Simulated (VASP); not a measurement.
# ZrB2 (P6/mmm) in VASP: further runs, part 2 of 2

VASP 6.6.1.

## (4) Single point, PBEsol

This run uses another cell than the first one, of 9.35 Å³/atom, 1.003 times its volume.

File INCAR:

```
SYSTEM = ZrB2
  PREC = Accurate
  ENCUT = 520
  EDIFF = 1E-7
  ISMEAR = 0
  SIGMA = 0.15
  LREAL = .FALSE.
  LASPH = .TRUE.
  NELM = 80
  ALGO = Normal
  ISIF = 2
  LWAVE = .FALSE.
  LCHARG = .FALSE.
  GGA = PS
  NBANDS = 16
```

File KPOINTS:

```
regular mesh
0
G
  15 15 12
  0 0 0
```

File POSCAR:

```
ZrB2
1.0
    3.0917000000      0.0000000000      0.0000000000
   -1.5458500000      2.6774907409      0.0000000000
    0.0000000000      0.0000000000      3.3899000000
Zr B
1 2
Direct
    0.0000000000      0.0000000000      0.0000000000
    0.3333333333      0.6666666667      0.5000000000
    0.6666666667      0.3333333333      0.5000000000
```

Potentials or basis: VASP PAW PBE potentials, release 64 (Zr_sv, B).

Launch:

```
$ cat potpaw_PBE.64/Zr_sv/POTCAR potpaw_PBE.64/B/POTCAR > POTCAR
$ mpirun -np 1 vasp_std > vasp.out
```

OUTCAR:

```text
SYSTEM = ZrB2
   PREC = Accurate
   ENCUT = 520
   EDIFF = 1E-7
   ISMEAR = 0
   LREAL = .FALSE.
   LASPH = .TRUE.
   NELM = 80
   ISIF = 2
   GGA = PS

 ion  position               nearest neighbor table
   1  0.000  0.000  0.000-   2 2.46   3 2.46   2 2.46   3 2.46   3 2.46   3 2.46   2 2.46   2 2.46
                             3 2.46   3 2.46   2 2.46   2 2.46
   2  0.333  0.667  0.500-   3 1.78   3 1.78   3 1.78   1 2.46   1 2.46   1 2.46   1 2.46   1 2.46
                             1 2.46
   3  0.667  0.333  0.500-   2 1.78   2 1.78   2 1.78   1 2.46   1 2.46   1 2.46   1 2.46   1 2.46
                             1 2.46

  LATTYP: Found a hexagonal cell.
 ALAT       =     3.0917000000
 C/A-ratio  =     1.0964517903

  Lattice vectors:

 A1 = (   3.0917000000,   0.0000000000,   0.0000000000)
 A2 = (  -1.5458500000,   2.6774907409,   0.0000000000)
 A3 = (   0.0000000000,   0.0000000000,   3.3899000000)

Analysis of symmetry for initial positions (statically):
=====================================================================
 Subroutine PRICEL returns:
 Original cell was already a primitive cell.

 Routine SETGRP: Setting up the symmetry group for a
 hexagonal supercell.

 Subroutine GETGRP returns: Found 24 space group operations
 (whereof 24 operations were pure point group operations)
 out of a pool of 24 trial point group operations.

The static configuration has the point symmetry D_6h.

Analysis of symmetry for dynamics (positions and initial velocities):
=====================================================================
 Subroutine PRICEL returns:
 Original cell was already a primitive cell.

 Routine SETGRP: Setting up the symmetry group for a
 hexagonal supercell.

 Subroutine GETGRP returns: Found 24 space group operations
 (whereof 24 operations were pure point group operations)
 out of a pool of 24 trial point group operations.

The dynamic configuration has the point symmetry D_6h.

 Subroutine INISYM returns: Found 24 space group operations
 (whereof 24 operations are pure point group operations),
[... 114 lines left out ...]
   EFERMI_NEDOS =   21; number of points for ismear=-14 and -15
   IALGO  =     38    algorithm
   IMIX   =      4    mixing-type and parameters
     AMIX     =   0.40;   BMIX     =  1.00
     AMIX_MAG =   1.60;   BMIX_MAG =  1.00
  volume/ion in A,a.u.               =       9.35        63.12
  Fermi-wavevector in a.u.,A,eV,Ry     =   1.411871  2.668049 27.121567  1.993379
  Thomas-Fermi vector in A             =   2.533678
   LORBIT       =      0    0 simple, 1 ext, 2 COOP (PROOUT), +10 PAW based schemes
   GGA     = PS    functional components
   LHFCALC =     F    Hartree Fock is set to
   AEXX    =    0.0000 exact exchange contribution
   IVDW    =     0    specifies the selected vdW correction
   LEPSILON=     F    determine dielectric tensor
   LRPA    =     F    only Hartree local field effects (RPA)
 non-spin polarized calculation
 Gauss-broadening in eV      SIGMA  =   0.15
  energy-cutoff  :      520.00
  volume of cell :       28.06
 maximum number of plane-waves:       776
 NGX is ok and might be reduce to    24
   NGX = 11   NGY = 11   NGZ = 13

 number of electron      18.0000000 magnetization

 Free energy of the ion-electron system (eV)
  ---------------------------------------------------
  ext. energy  EPLUGINS =         0.00000000
  ---------------------------------------------------
  free energy    TOTEN  =       -26.25791334 eV

  energy without entropy =      -26.25548522  energy(sigma->0) =      -26.25669928

 E-fermi :  11.4560     XC(G=0): -12.9733

 val. band max:       11.3909481098   @ k =   0.0667   0.0000   0.2500
 cond. band min:      11.4884852118   @ k =   0.1333   0.1333   0.2500
 fundamental gap:      0.0975371020
 Fermi energy:        11.4560294424

 k-point     1 :       0.0000    0.0000    0.0000
  band No.  band energies     occupation
      1     -36.7198      2.00000
      2     -14.9913      2.00000
      3     -14.3127      2.00000
      4     -14.3127      2.00000
      5      -1.6150      2.00000
      6       8.5359      2.00000
[... 433 lines left out ...]
      3     -14.8803      2.00000
      4     -14.7343      2.00000
      5       2.8198      2.00000
      6       3.2379      2.00000
[... 8 lines left out ...]
     15      21.9591      0.00000
     16      22.0349      0.00000

 [... further k-points ...]
[... 5 lines left out ...]
  --------------------------------------------------------------------------------------
  -------------------------------------------------------------------------------------
  Total        3.5918882      3.5918882      4.2833032      0.0000000     -0.0000000      0.0000000
  in kB      205.0789962    205.0789962    244.5553646      0.0000000     -0.0000000      0.0000000
  external PRESSURE =     218.2377857 kB  Pullay stress =       0.0000000 kB

 VOLUME and BASIS-vectors are now :
 -----------------------------------------------------------------------------
  energy-cutoff  :      520.00
  volume of cell :       28.06
      direct lattice vectors                 reciprocal lattice vectors
     3.091700000  0.000000000  0.000000000     0.323446647  0.186742009  0.000000000
    -1.545850000  2.677490741  0.000000000     0.000000000  0.373484018  0.000000000
     0.000000000  0.000000000  3.389900000     0.000000000  0.000000000  0.294993953

 POSITION                                       TOTAL-FORCE (eV/Angst)
 -----------------------------------------------------------------------------------
      0.00000      0.00000      0.00000        -0.000000      0.000000      0.000000
     -0.00000      1.78499      1.69495        -0.000000      0.000000      0.000000
      1.54585      0.89250      1.69495         0.000000     -0.000000      0.000000
 -----------------------------------------------------------------------------------
    total drift:                               -0.000000      0.000000      0.000000

  FREE ENERGIE OF THE ION-ELECTRON SYSTEM (eV)
  ---------------------------------------------------
  free  energy   TOTEN  =       -26.2579133441 eV

  energy  without entropy=      -26.2554852193  energy(sigma->0) =      -26.25669928
```

stdout:

```text
POSCAR found type information on POSCAR ZrB
 POSCAR found :  2 types and       3 ions
 scaLAPACK will be used
 -----------------------------------------------------------------------------
|                                                                             |
|                                                                             |
|     You enforced a specific xc type in the INCAR file but a different       |
|     I HOPE YOU KNOW WHAT YOU ARE DOING!                                     |
|                                                                             |
 -----------------------------------------------------------------------------

 LDA part: xc-table for (Slater+PW92), standard interpolation
 POSCAR, INCAR and KPOINTS ok, starting setup
 FFT: planning ... GRIDC
 FFT: planning ... GRID_SOFT
 FFT: planning ... GRID
 WAVECAR not read
 entering main loop
```

Wall time 42 s (1 thread of AMD EPYC 9R45 (Zen 5), shared host); peak memory 0.18 GiB.

Results:

| Property | Result |
| --- | --- |
| Free energy | -26.2579 eV |
| Pressure | 21.8 GPa |
| Band gap on the k mesh | zero (band 9 reaches 12.15 eV, above the bottom of band 10 at 11.19 eV) |

Stress tensor (GPa, compression positive):
```
20.51  0.00  0.00
 0.00 20.51  0.00
 0.00  0.00 24.46
```

Caveat: the PAW data sets were made with another functional, which shifts forces and pressure a little.

## (5) Single point, PBEsol

This run uses another cell than the first one, of 9.52 Å³/atom, 1.021 times its volume.

File INCAR:

```
SYSTEM = ZrB2
PREC     = Accurate       ! precision mode
ENCUT    = 520            ! plane-wave cutoff, eV
EDIFF    = 1E-6           ! SCF threshold, eV
ISMEAR   = 0              ! smearing method
SIGMA    = 0.15           ! smearing width, eV
LREAL    = .FALSE.        ! projectors in reciprocal space
LASPH    = .TRUE.         ! aspherical terms in the spheres
NELM     = 80             ! most SCF steps
ALGO     = Normal         ! electronic algorithm
ISIF     = 2              ! what is computed and relaxed
LWAVE    = .FALSE.        ! write WAVECAR
LCHARG   = .FALSE.        ! write CHGCAR
GGA      = PS             ! functional
NBANDS   = 16             ! bands
```

KPOINTS is that of step 4.

POSCAR, as its differences from that of step 4:

```diff
@@ -4,3 +4,3 @@
    -1.5458500000      2.6774907409      0.0000000000
-    0.0000000000      0.0000000000      3.3899000000
+    0.0000000000      0.0000000000      3.4483000000
 Zr B
```

Launch:

```
$ cat potpaw_PBE.64/Zr_sv/POTCAR potpaw_PBE.64/B/POTCAR > POTCAR
$ mpirun -np 1 vasp_std > vasp.out
```

Run time: 38 s. Hardware: 1 thread of AMD EPYC 9R45 (Zen 5), shared host; peak memory 0.18 GiB.

It converged, with:

| Item | Value |
| --- | --- |
| Free energy | -26.3175 eV |
| Pressure | 16.5 GPa |
| Band gap on the k mesh | zero (band 9 reaches 12.09 eV, above the bottom of band 10 at 10.99 eV) |

Stress tensor (GPa, compression positive):
```
17.29  0.00  0.00
 0.00 17.29  0.00
 0.00  0.00 14.88
```

Levels at points of the mesh, in eV from the Fermi level:
| k point | band 6 | band 7 | band 8 | band 9 | band 10 | band 11 | band 12 | band 13 |
| --- | --- | --- | --- | --- | --- | --- | --- | --- |
| (0.00, 0.00, 0.00) | -2.77 | -2.74 | -2.74 | -2.25 | 3.77 | 3.77 | 4.60 | 4.60 |
| (0.00, 0.00, 0.50) | -7.14 | -0.94 | -0.94 | 0.37 | 0.37 | 0.85 | 0.85 | 2.01 |

Caveat: the PAW data sets were made with another functional, which shifts forces and pressure a little.

## (6) Single point, PBEsol

This run uses another cell than the first one, of 9.55 Å³/atom, 1.024 times its volume.

File INCAR:

```
SYSTEM = ZrB2
PREC = Accurate
ENCUT = 520
EDIFF = 1E-6
ISMEAR = 0
SIGMA = 0.15
LREAL = .False.
LASPH = .True.
NELM = 100
ALGO = Normal
ISIF = 2
LWAVE = .False.
LCHARG = .False.
GGA = PS
NBANDS = 16
```

File KPOINTS:

```
Automatic mesh
0
Gamma
  15 15 12
  0 0 0
```

File POSCAR:

```
ZrB2
1.0
    3.1233000000      0.0000000000      0.0000000000
   -1.5616500000      2.7048571436      0.0000000000
    0.0000000000      0.0000000000      3.3899000000
Zr B
1 2
Direct
    0.0000000000      0.0000000000      0.0000000000
    0.3333333333      0.6666666667      0.5000000000
    0.6666666667      0.3333333333      0.5000000000
```

Potentials or basis: VASP PAW PBE potentials, release 64 (Zr_sv, B).

Launch:

```
$ cat potpaw_PBE.64/Zr_sv/POTCAR potpaw_PBE.64/B/POTCAR > POTCAR
$ mpirun -np 1 vasp_std > vasp.out
```

It took 40 s on 1 thread of AMD EPYC 9R45 (Zen 5), shared host; peak memory 0.18 GiB.

It converged, with:

- Free energy: -26.3176 eV
- Pressure: 15.2 GPa
- Band gap on the k mesh: zero (band 9 reaches 11.81 eV, above the bottom of band 10 at 10.96 eV)

Stress tensor (GPa, compression positive):
```
12.56  0.00  0.00
 0.00 12.56  0.00
 0.00  0.00 20.50
```

Levels at points of the mesh, in eV from the Fermi level:
| k point | band 6 | band 7 | band 8 | band 9 | band 10 | band 11 | band 12 | band 13 |
| --- | --- | --- | --- | --- | --- | --- | --- | --- |
| (0.00, 0.00, 0.00) | -2.96 | -2.96 | -2.72 | -2.05 | 3.72 | 3.72 | 4.80 | 4.80 |
| (0.00, 0.00, 0.50) | -7.15 | -1.08 | -1.08 | 0.07 | 0.07 | 0.82 | 0.82 | 2.48 |

Caveat: the PAW data sets were made with another functional, which shifts forces and pressure a little.

## (7) Summary

| cell | gap on the mesh (eV) | pressure (GPa) |
| --- | --- | --- |
| a = 3.060, b = 3.060, c = 3.448 Å, angles 90.0, 90.0, 120.0°, 3 atoms | none | 23.3 |
| a = 3.123, b = 3.123, c = 3.331 Å, angles 90.0, 90.0, 120.0°, 3 atoms | none | 20.7 |
| a = 3.092, b = 3.092, c = 3.390 Å, angles 90.0, 90.0, 120.0°, 3 atoms | none | 21.8 |
| a = 3.092, b = 3.092, c = 3.448 Å, angles 90.0, 90.0, 120.0°, 3 atoms | none | 16.5 |
| a = 3.123, b = 3.123, c = 3.390 Å, angles 90.0, 90.0, 120.0°, 3 atoms | none | 15.2 |

Alike in all rows: task single point; level PBEsol; potentials or basis VASP PAW PBE potentials, release 64 (Zr_sv, B); no spin polarisation; k mesh 15 × 15 × 12; cutoff (eV) 520; smearing gaussian 0.15 eV.

Caveats: the PAW data sets were made with another functional, which shifts forces and pressure a little.

Total energies depend on the potentials used, so only differences within one code and one set of settings carry meaning.
